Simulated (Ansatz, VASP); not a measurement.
One calculation of MgO, two programs

Contents of INCAR:

```
PREC = Accurate
ENCUT = 520
EDIFF = 1E-6
ISMEAR = 0
SIGMA = 0.05
LREAL = False
LASPH = True
NELM = 80
ALGO = Normal
ISIF = 2
LWAVE = False
LCHARG = True
GGA = PS
LELF = True
LVHAR = True
NBANDS = 11
```

Contents of KPOINTS:

```
regular mesh
0
Gamma
  10 10 10
```

POSCAR

```
MgO
1.0
    0.0000000000      2.0723991115      2.0723991115
    2.0723991115      0.0000000000      2.0723991115
    2.0723991115      2.0723991115      0.0000000000
Mg O
1 1
Direct
    0.0252360405      0.0252360405     -0.0252360405
    0.4616624812      0.4616624812      0.5383375188
```

Input for Ansatz:

```yaml
crystal:
  lattice:
    - [0.0, 2.0723991115, 2.0723991115]
    - [2.0723991115, 0.0, 2.0723991115]
    - [2.0723991115, 2.0723991115, 0.0]
  atoms:
    - { symbol: Mg, position: [0.0252360405, 0.0252360405, -0.0252360405] }
    - { symbol: O, position: [0.4616624812, 0.4616624812, 0.5383375188] }
basis:
  ecutwfc: 520.0
kpoints:
  mp_grid: { grid: [10, 10, 10] }
hamiltonian:
  xc: pbesol
  pseudopotentials: { kind: paw, azcp: { folder: soft_1 } }
scf:
  occupations: { method: gaussian, width: 0.05 }
output:
  forces: true
  stress: true
  eigenvalues: true
  write_density: true
  write_potential: true
  elf: true
  volumetric_format: npy
```

Change from the starting cell: mode 6 frozen in at -0.162 Å, equal normal strain along x, y and z -0.0167.

Alike in both runs: task single point; functional PBEsol; k mesh 10 × 10 × 10; occupations gaussian, width 0.05 eV; no spin polarisation.

```csv
,VASP,Ansatz
version,VASP 6.6.1,Ansatz 0.2.0
potentials or method,"VASP PAW PBE potentials, release 64 (Mg, O), cutoff 520 eV","scalar-relativistic, plane waves, PAW"
valence electrons in the cell,8,16
```

```tsv
	VASP	Ansatz	Ansatz less VASP
gap on the k mesh at the Fermi level (eV)	5.09	5.09	0.000
least direct gap on the mesh (eV)	5.09	5.09	0.000
pressure (GPa)	17.2	17.4	+0.17
traceless stress, the component that is largest in VASP (GPa)	22.08	21.47	-0.609
rms of the force components (eV/Å)	1.551	1.516	-0.0349
```

VASP's potentials were made for PBE, not for PBEsol, and Ansatz warns of the same on its side. Atom by atom the forces differ by 0.035 eV/Å (rms over components). VASP's potentials hold 8 valence electrons a cell and Ansatz's 16, so a difference there can come from the potentials and not from the codes.
